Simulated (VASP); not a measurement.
Ta2O5, 7 atoms in the cell. The typed cell holds 7 atoms: a = 3.901 Å, b = 3.901 Å, c = 5.749 Å, α = 110.49°, β = 110.49°, γ = 81.18°. 

| Quantity | Value |
| --- | --- |
| Program | VASP 6.6.1 |
| Task | single point |
| Functional | PBEsol |
| Dispersion | D3(BJ) |
| Potentials or basis | VASP PAW PBE potentials, release 64 (Ta_pv, O) |
| Cutoff | 600 eV |
| k mesh | 8 × 8 × 6 |
| Occupations | gaussian, width 0.05 eV |
| Spin | no spin polarisation |
| Dipole correction | no |
| Further INCAR settings | ALGO = Normal; EDIFF = 1e-06; NBANDS = 35 |

Potentials or basis: VASP PAW PBE potentials, release 64 (Ta_pv, O).

The run is started by

```console
$ cat potpaw_PBE.64/Ta_pv/POTCAR potpaw_PBE.64/O/POTCAR > POTCAR
$ mpirun -np 1 vasp_std > vasp.out
```

Hardware: 1 thread of Intel Xeon 8259CL (shared host).

Question: Estimate the wall time of this run.

Answer: Run time: 16 min on 1 thread of Intel Xeon 8259CL, on a shared host, peak memory 0.59 GiB. Counts: scf iterations 15, k points 196.
